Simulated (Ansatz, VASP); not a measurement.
GaP: VASP beside Ansatz

The input INCAR:

```
SYSTEM = GaP
PREC = Accurate ; ENCUT = 520
EDIFF = 1E-6 ; ISMEAR = -1
SIGMA = 0.1 ; LREAL = .False.
LASPH = .True. ; NELM = 80
ALGO = Normal ; ISIF = 2
LWAVE = .False. ; LCHARG = .False.
GGA = PE ; NBANDS = 16
```

KPOINTS

```
regular mesh
0
Gamma
  14 14 14
  0 0 0
```

POSCAR

```
GaP
1.0
    0.0000000000      2.3124626786      2.3124626786
    2.3124626786      0.0000000000      2.3124626786
    2.3124626786      2.3124626786      0.0000000000
Ga P
1 1
Direct
    0.0000000000      0.0000000000      0.0000000000
    0.5000000000      0.5000000000      0.5000000000
```

Input for Ansatz:

```yaml
crystal:
  lattice:
    - [0.0, 2.3124626786, 2.3124626786]
    - [2.3124626786, 0.0, 2.3124626786]
    - [2.3124626786, 2.3124626786, 0.0]
  atoms:
    - { symbol: Ga, position: [0.0, 0.0, 0.0] }
    - { symbol: P, position: [0.5, 0.5, 0.5] }
kpoints:
  mp_grid: { grid: [14, 14, 14] }
scf:
  occupations: { method: fermi_dirac, width: 0.1 }
hamiltonian:
  xc: pbe
  pseudopotentials: { kind: all_electron, lapw: { basis_error: 0.001 } }
output:
  forces: true
  stress: true
  eigenvalues: true
  populations: true
```

Change from the starting cell: volume scaled by 0.72, LAPW.

Alike in both runs: task single point; functional PBE; k mesh 14 × 14 × 14; occupations fermi-dirac, width 0.1 eV; no spin polarisation.

```csv
,VASP,Ansatz
version,VASP 6.6.1,Ansatz 0.2.0
potentials or method,"VASP PAW PBE potentials, release 64 (Ga_d, P), cutoff 520 eV","all-electron LAPW, scalar-relativistic"
```

```tsv
	VASP	Ansatz	Ansatz less VASP
pressure (GPa)	60.5	60.5	0.00
```

Both programs put the cell under a high pressure, so it lies far from rest at this level. Ansatz ran all-electron here, and VASP with PAW potentials.

Noted on VASP's run: the cell as given lies far from equilibrium.
